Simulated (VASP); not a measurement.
# C (Fmmm) in VASP: vibrations by perturbation theory with LDA

Aim: the vibrations by perturbation theory of C with LDA.

Program: VASP 6.6.1. These are calculated values, not measurements. Logs are shortened: lines on timing, memory, paths and dates and some standing lists are left out, and cuts for length are marked.

**1. The cell of the first run**

The structure is orthorhombic, space group Fmmm (No. 69). The conventional cell has a = 2.446 Å, b = 4.233 Å, c = 6.722 Å, α = 90.00°, β = 90.00°, γ = 90.00°. Within 1.9 Å of C (site symmetry m2m) lie 3 C at 1.41 Å.

**2. Vibrations by perturbation theory, LDA**

The input, INCAR:

```
SYSTEM = C
PREC     = Accurate       ! precision mode
ENCUT    = 520            ! plane-wave cutoff, eV
EDIFF    = 1E-8           ! SCF threshold, eV
ISMEAR   = 0              ! smearing method
SIGMA    = 0.02           ! smearing width, eV
LREAL    = .False.        ! projectors in reciprocal space
LASPH    = .True.         ! aspherical terms in the spheres
NELM     = 60             ! most SCF steps
ALGO     = Normal         ! electronic algorithm
ISIF     = 2              ! what is computed and relaxed
LWAVE    = .False.        ! write WAVECAR
LCHARG   = .False.        ! write CHGCAR
GGA      = CA             ! functional
IBRION   = 8              ! ionic algorithm
NSW      = 1              ! ionic steps
```

The input, KPOINTS:

```
Automatic mesh
0
Gamma
  18 18 18
  0 0 0
```

The input, POSCAR:

```
C
1.0
    0.0000000000      2.1167060736      3.3609645910
    1.2227775230      0.0000000000      3.3609645910
    1.2227775230      2.1167060736      0.0000000000
C
2
Direct
    0.1667000688      0.8332999312      0.1667000688
    0.8332999312      0.1667000688      0.8332999312
```

Potentials or basis: VASP PAW LDA potentials, release 64 (C).

The run is started by

```
> cat potpaw_LDA.64/C/POTCAR > POTCAR
> mpirun -np 1 vasp_std > vasp.out
```

OUTCAR:

```text
SYSTEM = C
   PREC = Accurate
   ENCUT = 520
   EDIFF = 1E-8
   ISMEAR = 0
   LREAL = .False.
   LASPH = .True.
   NELM = 60
   ISIF = 2
   GGA = CA
   IBRION = 8
   NSW = 1

 ion  position               nearest neighbor table
   1  0.167  0.833  0.167-   2 1.41   2 1.41   2 1.41
   2  0.833  0.167  0.833-   1 1.41   1 1.41   1 1.41

  LATTYP: Found a face centered orthorhombic cell.
 ALAT       =     2.4455550460
 B/A-ratio  =     1.7310639375
 C/A-ratio  =     2.7486313150

  Lattice vectors:

 A1 = (   0.0000000000,   2.1167060736,   3.3609645910)
 A2 = (   1.2227775230,   0.0000000000,   3.3609645910)
 A3 = (   1.2227775230,   2.1167060736,   0.0000000000)

Analysis of symmetry for initial positions (statically):
=====================================================================
 Subroutine PRICEL returns:
 Original cell was already a primitive cell.

 Routine SETGRP: Setting up the symmetry group for a
 face centered orthorhombic supercell.

 Subroutine GETGRP returns: Found  8 space group operations
 (whereof  8 operations were pure point group operations)
 out of a pool of  8 trial point group operations.

The static configuration has the point symmetry D_2h.

Analysis of symmetry for dynamics (positions and initial velocities):
=====================================================================
 Subroutine PRICEL returns:
 Original cell was already a primitive cell.

 Routine SETGRP: Setting up the symmetry group for a
 face centered orthorhombic supercell.

 Subroutine GETGRP returns: Found  8 space group operations
 (whereof  8 operations were pure point group operations)
 out of a pool of  8 trial point group operations.

The dynamic configuration has the point symmetry D_2h.

 Subroutine INISYM returns: Found  8 space group operations
 (whereof  8 operations are pure point group operations),
 and found     1 'primitive' translations

[... 431 lines left out ...]
  volume of cell :       17.40
      direct lattice vectors                 reciprocal lattice vectors
     0.000000000  2.116706074  3.360964591    -0.408905128  0.236216075  0.148766816
     1.222777523  0.000000000  3.360964591     0.408905128 -0.236216075  0.148766816
     1.222777523  2.116706074  0.000000000     0.408905128  0.236216075 -0.148766816

 POSITION                                       TOTAL-FORCE (eV/Angst)
 -----------------------------------------------------------------------------------
      1.22278      0.70571      3.36096         0.000000      0.000012      0.000000
      1.22278      3.52770      3.36096         0.000000     -0.000012      0.000000
 -----------------------------------------------------------------------------------
    total drift:                                0.000000     -0.000000      0.000000

  FREE ENERGIE OF THE ION-ELECTRON SYSTEM (eV)
  ---------------------------------------------------
  free  energy   TOTEN  =       -20.2202892907 eV

  energy  without entropy=      -20.2202889876  energy(sigma->0) =      -20.22028914

[... ionic steps 2 to 3 ...]

--------------------------------------- Ionic step        4  -------------------------------------------

------------------------ aborting loop because EDIFF is reached ----------------------------------------

--------------------------------------- Ionic step        5  -------------------------------------------

------------------------ aborting loop because EDIFF is reached ----------------------------------------

--------------------------------------- Ionic step        6  -------------------------------------------

 Free energy of the ion-electron system (eV)
  ---------------------------------------------------
  ---------------------------------------------------
  free energy    TOTEN  =        -0.12196710 eV

  energy without entropy =       -0.12196710

------------------------ aborting loop because EDIFF is reached ----------------------------------------

 INTERNAL STRAIN TENSOR  FOR ION    1  DIRECTION 3   (eV/Angst):
 -----------------------------------------------------------------------------
     0.00008  0.00000  0.00000
     0.00000 -0.00033 -0.22161
     0.00000 -0.20865 -0.00172

 INTERNAL STRAIN TENSOR FOR ION    2 for displacements in x,y,z  (eV/Angst):
          X           Y           Z          XY          YZ          ZX
  --------------------------------------------------------------------------------
  x     0.00000     0.00000     0.00000   -11.44187     0.00000     0.00000
  y   -14.21424    14.24592     0.05633     0.00000     0.00000     0.00000
  z     0.00000     0.00000     0.00000     0.00000     0.20865     0.00000

 SECOND DERIVATIVES (NOT SYMMETRIZED)
 ------------------------------------
               1X          1Y          1Z          2X          2Y          2Z
  1X   -54.926703    0.000000    0.000000   54.926703    0.000000    0.000000
  1Y     0.000000  -57.431104    0.000000    0.000000   57.431104    0.000000
  1Z     0.000000    0.000000  -17.216178    0.000000    0.000000   17.216178
  2X    54.926703    0.000000    0.000000  -54.926703    0.000000    0.000000
  2Y     0.000000   57.431104    0.000000    0.000000  -57.431104    0.000000
  2Z     0.000000    0.000000   17.216178    0.000000    0.000000  -17.216178

 Eigenvectors and eigenvalues of the dynamical matrix
 ----------------------------------------------------

   1 f  =   48.344795 THz   303.759305 2PiTHz 1612.608777 cm-1   199.937916 meV
             X         Y         Z           dx          dy          dz
      1.222778  0.705710  3.360965     0.000000    0.707107    0.000000
      1.222778  3.527702  3.360965    -0.000000   -0.707107    0.000000
[... 21 lines left out ...]
   6 f/i=    0.000001 THz     0.000004 2PiTHz    0.000024 cm-1     0.000003 meV
             X         Y         Z           dx          dy          dz
      1.222778  0.705710  3.360965    -0.217555    0.672807    0.000000
      1.222778  3.527702  3.360965    -0.217555    0.672807    0.000000

--------------------------------------------------------------------------------------------------------

 ELASTIC MODULI CONTR FROM IONIC RELAXATION (kBar)
 Direction    XX          YY          ZZ          XY          YZ          ZX
 --------------------------------------------------------------------------------
 XX        -323.9729    324.6950      1.2839      0.0000      0.0000      0.0000
 YY         324.6950   -325.4186     -1.2868      0.0000      0.0000      0.0000
 ZZ           1.2839     -1.2868     -0.0051      0.0000      0.0000      0.0000
 XY           0.0000      0.0000      0.0000   -219.4920      0.0000      0.0000
 YZ           0.0000      0.0000      0.0000      0.0000     -0.2329      0.0000
 ZX           0.0000      0.0000      0.0000      0.0000      0.0000      0.0000
 --------------------------------------------------------------------------------
```

OSZICAR:

```text
N       E                     dE             d eps       ncg     rms          rms(c)
DAV:   1    -0.200531083662E+01   -0.20053E+01   -0.43646E+03 14272   0.893E+02
DAV:   2    -0.214540089109E+02   -0.19449E+02   -0.18385E+02 21288   0.115E+02
DAV:   3    -0.216731467016E+02   -0.21914E+00   -0.21900E+00 16808   0.143E+01
[... 50 lines left out ...]
RMM:   6    -0.121976726784E+00   -0.13784E-05   -0.21437E-07 42701   0.376E-03    0.716E-04
RMM:   7    -0.121966387335E+00    0.10339E-04   -0.33641E-08 38996   0.116E-03    0.774E-05
RMM:   8    -0.121967439881E+00   -0.10525E-05   -0.16813E-08 43197   0.225E-04    0.372E-05
RMM:   9    -0.121967106409E+00    0.33347E-06   -0.16248E-08 40381   0.998E-05    0.293E-06
RMM:  10    -0.121967097293E+00    0.91166E-08   -0.90926E-09 46833   0.327E-05    0.133E-06
 Linear response finished
```

stdout:

```text
POSCAR found type information on POSCAR C
 POSCAR found :  1 types and       2 ions
 scaLAPACK will be used
 LDA part: xc-table for (Slater(with rela. corr.)+CA(PZ))
 , standard interpolation
 POSCAR, INCAR and KPOINTS ok, starting setup
 FFT: planning ... GRIDC
 FFT: planning ... GRID_SOFT
 FFT: planning ... GRID
 WAVECAR not read
 entering main loop
 Linear response reoptimize wavefunctions to high precision
 Linear response DOF=           3
 Linear response progress:
 first order change of Fermi-energy  -0.46352E-05
 force on displaced ion       1 direction 1 : -54.927  -0.009   0.000
 Linear response progress:
 first order change of Fermi-energy   0.66565E+01
 force on displaced ion       1 direction 2 :   0.000 -57.431   0.000
 Linear response progress:
 first order change of Fermi-energy  -0.23667E-04
 force on displaced ion       1 direction 3 :   0.000   0.000 -17.216
 Linear response finished
```

Wall time 27 min (1 thread of Intel Xeon 8259CL, shared host); peak memory 0.52 GiB.

Results:

```yaml
Highest_phonon_frequency_at_Γ: 1613 cm⁻¹
```

Phonon frequencies in cm⁻¹ (negative: imaginary):
```csv
q point,frequencies
"(0.000, 0.000, 0.000)",0 0 0 883 1577 1613
```
